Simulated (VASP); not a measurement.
# Ir (P6_3/mmc) in VASP: notebook

Ir is run at these levels: LDA; tasks: single point.

Everything below comes from runs of VASP 6.6.1. Logs are shortened: lines on timing, memory, paths and dates and some standing lists are left out, and cuts for length are marked.

### 1 The cell of the first run

The structure is hexagonal, space group P6_3/mmc (No. 194). The conventional cell has a = 2.705 Å, b = 2.705 Å, c = 4.269 Å, α = 90.00°, β = 90.00°, γ = 120.00°. Within 3.5 Å of Ir (site symmetry -6m2) lie 12 Ir at 2.65 to 2.71 Å.

This isn't the form of Ir at room conditions, which is fcc.

### 2 Single point, LDA

Input file INCAR:

```
ALGO = Normal ; EDIFF = 1E-6
ENCUT = 520 ; GGA = CA
ISIF = 2 ; ISMEAR = 0
LASPH = T ; LCHARG = F
LREAL = F ; LWAVE = F
NBANDS = 16 ; NELM = 80
PREC = Accurate ; SIGMA = 0.15
```

Input file KPOINTS:

```
k-points
0
Gamma
  18 18 10
```

Input file POSCAR:

```
Ir
1.0
    2.7052421931      0.0000000000      0.0000000000
   -1.3526210966      2.3428084626      0.0000000000
    0.0000000000      0.0000000000      4.2693000000
Ir
2
Direct
    0.6666666667      0.3333333333      0.7500000000
    0.3333333333      0.6666666667      0.2500000000
```

Potentials or basis: VASP PAW LDA potentials, release 64 (Ir).

On the command line:

```
$ cat potpaw_LDA.64/Ir/POTCAR > POTCAR
$ mpirun -np 1 vasp_std > vasp.out
```

OUTCAR:

```text
EDIFF = 1E-6
   ENCUT = 520
   GGA = CA
   ISIF = 2
   ISMEAR = 0
   LASPH = T
   LREAL = F
   NELM = 80
   PREC = Accurate

 ion  position               nearest neighbor table
   1  0.667  0.333  0.750-   2 2.65   2 2.65   2 2.65   2 2.65   2 2.65   2 2.65
   2  0.333  0.667  0.250-   1 2.65   1 2.65   1 2.65   1 2.65   1 2.65   1 2.65

  LATTYP: Found a hexagonal cell.
 ALAT       =     2.7052421931
 C/A-ratio  =     1.5781581445

  Lattice vectors:

 A1 = (   2.7052421931,   0.0000000000,   0.0000000000)
 A2 = (  -1.3526210966,   2.3428084626,   0.0000000000)
 A3 = (   0.0000000000,   0.0000000000,   4.2693000000)

Analysis of symmetry for initial positions (statically):
=====================================================================
 Subroutine PRICEL returns:
 Original cell was already a primitive cell.

 Routine SETGRP: Setting up the symmetry group for a
 hexagonal supercell.

 Subroutine GETGRP returns: Found 24 space group operations
 (whereof 12 operations were pure point group operations)
 out of a pool of 24 trial point group operations.

The static configuration has the point symmetry D_3d.
 The point group associated with its full space group is D_6h.

Analysis of symmetry for dynamics (positions and initial velocities):
=====================================================================
 Subroutine PRICEL returns:
 Original cell was already a primitive cell.

 Routine SETGRP: Setting up the symmetry group for a
 hexagonal supercell.

 Subroutine GETGRP returns: Found 24 space group operations
 (whereof 12 operations were pure point group operations)
 out of a pool of 24 trial point group operations.

The dynamic configuration has the point symmetry D_3d.
 The point group associated with its full space group is D_6h.

 Subroutine INISYM returns: Found 24 space group operations
 (whereof 12 operations are pure point group operations),
 and found     1 'primitive' translations

----------------------------------------------------------------------------------------

                                     Primitive cell

  volume of cell :      27.0582

  direct lattice vectors                    reciprocal lattice vectors
     2.705242193  0.000000000  0.000000000     0.369652670  0.213419069  0.000000000
    -1.352621097  2.342808463  0.000000000     0.000000000  0.426838137  0.000000000
     0.000000000  0.000000000  4.269300000     0.000000000  0.000000000  0.234230436

  length of vectors
[... 81 lines left out ...]
   NELM   =     80;   NELMIN=  2; NELMDL= -5     # of ELM steps
   EDIFF  = 0.1E-05   stopping-criterion for ELM
   LREAL  =      F    real-space projection
   EDIFFG = 0.1E-04   stopping-criterion for IOM
   NSW    =      0    number of steps for IOM
   IBRION =     -1    ionic relax: 0-MD 1-quasi-New 2-CG
   NFREE  =      0    steps in history (QN), initial steepest desc. (CG)
   ISIF   =      2    stress and relaxation
   ISYM   =      2    0-nonsym 1-usesym 2-fastsym
   POTIM  = 0.5000    time-step for ionic-motion
   TEBEG  =    0.0;   TEEND  =   0.0 temperature during run
   PSTRESS=    0.0 pullay stress
   NELECT =      18.0000    total number of electrons
   NUPDOWN=      -1.0000    fix difference up-down
   EMIN   =  10.00;   EMAX   =-10.00  energy-range for DOS
   EFERMI =   0.00;   METHOD = LEGACY
   ISMEAR =     0;   SIGMA  =   0.15  broadening in eV -4-tet -1-fermi 0-gaus
   EFERMI_NEDOS =   21; number of points for ismear=-14 and -15
   IALGO  =     38    algorithm
   IMIX   =      4    mixing-type and parameters
     AMIX     =   0.40;   BMIX     =  1.00
     AMIX_MAG =   1.60;   BMIX_MAG =  1.00
  volume/ion in A,a.u.               =      13.53        91.30
  Fermi-wavevector in a.u.,A,eV,Ry     =   1.429110  2.700627 27.787950  2.042357
  Thomas-Fermi vector in A             =   2.549100
   LORBIT       =      0    0 simple, 1 ext, 2 COOP (PROOUT), +10 PAW based schemes
   GGA     = CA    functional components
   LHFCALC =     F    Hartree Fock is set to
   AEXX    =    0.0000 exact exchange contribution
   IVDW    =     0    specifies the selected vdW correction
   LEPSILON=     F    determine dielectric tensor
   LRPA    =     F    only Hartree local field effects (RPA)
 non-spin polarized calculation
 Gauss-broadening in eV      SIGMA  =   0.15
  energy-cutoff  :      520.00
  volume of cell :       27.06
 maximum number of plane-waves:       752
 NGX is ok and might be reduce to    20
   NGX =  9   NGY =  9   NGZ = 15

 number of electron      18.0000002 magnetization

 Free energy of the ion-electron system (eV)
  ---------------------------------------------------
  ext. energy  EPLUGINS =         0.00000000
  ---------------------------------------------------
  free energy    TOTEN  =       -20.44813613 eV

  energy without entropy =      -20.42470889  energy(sigma->0) =      -20.43642251

 E-fermi :  11.2889     XC(G=0): -14.3962

 val. band max:       11.2826244155   @ k =   0.2222   0.1667   0.4000
 cond. band min:      11.2891721768   @ k =   0.0556   0.0000   0.4000
 fundamental gap:      0.0065477613
 Fermi energy:        11.2888979883

 k-point     1 :       0.0000    0.0000    0.0000
  band No.  band energies     occupation
      1      -0.4760      2.00000
      2       2.5822      2.00000
      3       7.0667      2.00000
      4       7.0667      2.00000
      5       7.2748      2.00000
      6       7.8544      2.00000
[... 433 lines left out ...]
      3       3.9353      2.00000
      4       6.5094      2.00000
      5       6.8371      2.00000
      6       7.5294      2.00000
[... 8 lines left out ...]
     15      22.5838      0.00000
     16      25.0691      0.00000

 [... further k-points ...]

------------------------ aborting loop because EDIFF is reached ----------------------------------------

  FORCE on cell =-STRESS in cart. coord.  units (eV):
  Direction    XX          YY          ZZ          XY          YZ          ZX
  --------------------------------------------------------------------------------------
  -------------------------------------------------------------------------------------
  Total        1.8023836      1.8023836      4.0910359     -0.0000000      0.0000000      0.0000000
  in kB      106.7230443    106.7230443    242.2391087     -0.0000000      0.0000000      0.0000000
  external PRESSURE =     151.8950658 kB  Pullay stress =       0.0000000 kB

 VOLUME and BASIS-vectors are now :
 -----------------------------------------------------------------------------
  energy-cutoff  :      520.00
  volume of cell :       27.06
      direct lattice vectors                 reciprocal lattice vectors
     2.705242193  0.000000000  0.000000000     0.369652670  0.213419069  0.000000000
    -1.352621097  2.342808463  0.000000000     0.000000000  0.426838137  0.000000000
     0.000000000  0.000000000  4.269300000     0.000000000  0.000000000  0.234230436

 POSITION                                       TOTAL-FORCE (eV/Angst)
 -----------------------------------------------------------------------------------
      1.35262      0.78094      3.20198         0.000000     -0.000000      0.000000
     -0.00000      1.56187      1.06733        -0.000000      0.000000      0.000000
 -----------------------------------------------------------------------------------
    total drift:                               -0.000000      0.000000     -0.000000

  FREE ENERGIE OF THE ION-ELECTRON SYSTEM (eV)
  ---------------------------------------------------
  free  energy   TOTEN  =       -20.4481361321 eV

  energy  without entropy=      -20.4247088910  energy(sigma->0) =      -20.43642251
```

Wall time 1.8 min (1 thread of Intel Xeon 8259CL, shared host); peak memory 0.2 GiB.

Results:

```
Free energy            : -20.4481 eV
Pressure               : 15.2 GPa
Band gap on the k mesh : zero (bands 9 and 10 overlap by 3.65 eV)
```

Caveat: the stress differs along the axes, from 11 to 24 GPa; spin-orbit coupling is left out, which moves the levels of the heavy elements.

### 3 Single point, LDA

This run uses another cell than the first one, of 13.57 Å³/atom.

Input file INCAR:

```
SYSTEM = Ir
ALGO = Normal
EDIFF = 1E-6
ENCUT = 520
ISIF = 2
ISMEAR = 0
LASPH = .True.
LCHARG = .True.
LELF = .True.
LREAL = .False.
LVHAR = .True.
LWAVE = .False.
NBANDS = 16
NELM = 60
PREC = Accurate
SIGMA = 0.15
```

Input file KPOINTS:

```
k-points
0
Gamma
  18 18 10
  0 0 0
```

Input file POSCAR:

```
Ir
1.0
    2.7864000000      0.0000000000      0.0000000000
   -1.3932000000      2.4130931851      0.0000000000
    0.0000000000      0.0000000000      4.0353000000
Ir
2
Direct
    0.6666666667      0.3333333333      0.7500000000
    0.3333333333      0.6666666667      0.2500000000
```

Potentials or basis: VASP PAW LDA potentials, release 64 (Ir).

On the command line:

```
$ cat potpaw_LDA.64/Ir/POTCAR > POTCAR
$ mpirun -np 1 vasp_std > vasp.out
```

Wall time 1.9 min (1 thread of Intel Xeon 8259CL, shared host); peak memory 0.2 GiB.

The run converged. Its results:

```
Free energy            : -20.1708 eV
Pressure               : 20.1 GPa
Band gap on the k mesh : zero (bands 9 and 10 overlap by 2.97 eV)
```

Stress tensor (GPa, compression positive):
```
 6.06  0.00  0.00
 0.00  6.06  0.00
 0.00  0.00 48.25
```

Levels at points of the mesh, in eV from the Fermi level:
```
           k point  band 7  band 8  band 9  band 10  band 11  band 12
(0.00, 0.00, 0.00)   -3.29   -3.29   -3.07     0.21     0.21     0.40
(0.50, 0.00, 0.00)   -2.46   -0.10    0.70     1.60     2.64     3.95
(0.00, 0.00, 0.50)   -4.21   -4.21   -0.38    -0.38    -0.38    -0.38
(0.50, 0.00, 0.50)   -1.18   -1.18    0.42     0.42     1.90     1.90
```

Caveat: the stress differs along the axes, from 6 to 48 GPa; spin-orbit coupling is left out, which moves the levels of the heavy elements.

### 4 Single point, LDA

This run uses another cell than the first one, of 13.62 Å³/atom.

Input file INCAR:

```
PREC = Accurate
ENCUT = 520
EDIFF = 1E-7
ISMEAR = 0
SIGMA = 0.15
LREAL = False
LASPH = True
NELM = 100
ALGO = Fast
ISIF = 2
LWAVE = False
LCHARG = False
NBANDS = 16
```

Input file KPOINTS:

```
Automatic mesh
0
Gamma
  18 18 10
```

Input file POSCAR:

```
Ir
1.0
    2.6782000000      0.0000000000      0.0000000000
   -1.3391000000      2.3193892364      0.0000000000
    0.0000000000      0.0000000000      4.3862377060
Ir
2
Direct
    0.6666666667      0.3333333333      0.7500000000
    0.3333333333      0.6666666667      0.2500000000
```

On the command line:

```
$ cat potpaw_LDA.64/Ir/POTCAR > POTCAR
$ mpirun -np 1 vasp_std > vasp.out
```

It took 3.4 min on 1 thread of Intel Xeon 8259CL, shared host; peak memory 0.2 GiB.

The run converged. Its results:

* Free energy: -20.4821 eV
* Pressure: 11.4 GPa
* Band gap on the k mesh: zero (bands 9 and 10 overlap by 3.63 eV)

Stress tensor (GPa, compression positive):
```
12.81  0.00  0.00
 0.00 12.81  0.00
 0.00  0.00  8.44
```

Levels at points of the mesh, in eV from the Fermi level:
| k point | band 6 | band 7 | band 8 | band 9 | band 10 | band 11 | band 12 | band 13 |
| --- | --- | --- | --- | --- | --- | --- | --- | --- |
| (0.00, 0.00, 0.00) | -3.42 | -3.42 | -2.45 | -2.45 | -0.98 | 0.30 | 0.30 | 7.32 |
| (0.50, 0.00, 0.00) | -3.58 | -3.24 | 0.85 | 1.02 | 1.28 | 3.17 | 4.70 | 8.50 |
| (0.00, 0.00, 0.50) | -4.21 | -4.21 | -4.21 | -0.49 | -0.49 | -0.49 | -0.49 | 13.65 |
| (0.50, 0.00, 0.50) | -2.24 | -1.03 | -1.03 | 1.10 | 1.10 | 2.13 | 2.13 | 8.10 |

Caveat: the cell stands under pressure; spin-orbit coupling is left out, which moves the levels of the heavy elements.

### 5 Single point, LDA

This run uses another cell than the first one, of 13.67 Å³/atom.

Input file INCAR:

```
ALGO = Normal ; EDIFF = 1E-6
ENCUT = 520 ; GGA = CA
ISIF = 2 ; ISMEAR = 0
LASPH = T ; LCHARG = F
LREAL = F ; LWAVE = F
NBANDS = 16 ; NELM = 80
PREC = Accurate ; SIGMA = 0.15
```

Input file KPOINTS:

```
k-points
0
Gamma
  18 18 10
```

Input file POSCAR:

```
Ir
1.0
    2.7052421931      0.0000000000      0.0000000000
   -1.3526210966      2.3428084626      0.0000000000
    0.0000000000      0.0000000000      4.3131000000
Ir
2
Direct
    0.6666666667      0.3333333333      0.7500000000
    0.3333333333      0.6666666667      0.2500000000
```

On the command line:

```
$ cat potpaw_LDA.64/Ir/POTCAR > POTCAR
$ mpirun -np 1 vasp_std > vasp.out
```

It took 98 s on 1 thread of Intel Xeon 8259CL, shared host; peak memory 0.19 GiB.

The run converged. Its results:

```
Free energy            : -20.4826 eV
Pressure               : 10.1 GPa
Band gap on the k mesh : zero (bands 9 and 10 overlap by 3.64 eV)
```

Stress tensor (GPa, compression positive):
```
 7.46  0.00  0.00
 0.00  7.46  0.00
 0.00  0.00 15.53
```

Levels at points of the mesh, in eV from the Fermi level:
```
           k point  band 6  band 7  band 8  band 9  band 10  band 11  band 12  band 13
(0.00, 0.00, 0.00)   -3.39   -3.39   -2.72   -2.72    -0.72     0.25     0.25     7.63
(0.50, 0.00, 0.00)   -3.70   -3.09    0.62    1.11     1.11     3.05     4.53     8.50
(0.00, 0.00, 0.50)   -4.31   -4.31   -4.31   -0.52    -0.52    -0.52    -0.52    13.65
(0.50, 0.00, 0.50)   -2.38   -1.08   -1.08    0.91     0.91     2.08     2.08     7.95
```

Caveat: the stress differs along the axes, from 7 to 16 GPa; spin-orbit coupling is left out, which moves the levels of the heavy elements.

### 6 Summary

```tsv
cell	gap on the mesh (eV)	pressure (GPa)
a = 2.705, b = 2.705, c = 4.269 Å, angles 90.0, 90.0, 120.0°, 2 atoms	none	15.2
a = 2.786, b = 2.786, c = 4.035 Å, angles 90.0, 90.0, 120.0°, 2 atoms	none	20.1
a = 2.678, b = 2.678, c = 4.386 Å, angles 90.0, 90.0, 120.0°, 2 atoms	none	11.4
a = 2.705, b = 2.705, c = 4.313 Å, angles 90.0, 90.0, 120.0°, 2 atoms	none	10.1
```

Alike in all rows: task single point; level LDA; potentials or basis VASP PAW LDA potentials, release 64 (Ir); no spin polarisation; k mesh 18 × 18 × 10; cutoff (eV) 520; smearing gaussian 0.15 eV.

Caveats: spin-orbit coupling is left out, which moves the levels of the heavy elements; the stress differs along the axes, from 11 to 24 GPa (at least some runs); the stress differs along the axes, from 6 to 48 GPa (at least some runs); the cell stands under pressure (at least some runs); the stress differs along the axes, from 7 to 16 GPa (at least some runs).

Absolute energies hang on the potentials; compare differences alone.
